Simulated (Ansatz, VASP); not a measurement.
## AlRu: VASP beside Ansatz

```
Ru Al
1.0
     3.00408    0.00000    0.00000
     0.00000    3.00408    0.00000
     0.00000    0.00000   25.51430
Ru Al
4 4
Direct
  0.50000 0.50000 0.29918
  0.50000 0.50000 0.41190
  0.50000 0.50000 0.52903
  0.50000 0.50000 0.64922
  0.00000 0.00000 0.35421
  0.00000 0.00000 0.47142
  0.00000 0.00000 0.58719
  0.00000 0.00000 0.69784
```

Alike in both runs: functional PBE; k mesh 12 × 12 × 1; occupations gaussian, width 0.1 eV; no spin polarisation.

Ansatz relaxed the structure, and its values are those at the end. VASP's run is a single point on that final structure, the one shown.

```csv
,VASP,Ansatz
version,VASP 6.6.1,Ansatz 0.2.0
potentials or method,"VASP PAW PBE potentials, release 64 (Ru_pv, Al), cutoff 520 eV","scalar-relativistic, plane waves, PAW"
valence electrons in the cell,68,76
```

|  | VASP | Ansatz | Ansatz less VASP |
| --- | --- | --- | --- |
| gap on the k mesh at the Fermi level (eV) | none | none | - |
| rms of the force components (eV/Å) | 0.004 | 0.003 | -0.0013 |
| work function, face that differs most (eV) | 4.33 | 4.28 | -0.050 |

A gap of «none» marks a metal or a gap that the smearing closes. With one functional, cell and mesh, what is left measures potentials, basis and numerics. VASP's potentials hold 68 valence electrons a cell and Ansatz's 76, so a difference there can come from the potentials and not from the codes. Ansatz's warnings: xc potential rough in thin density.
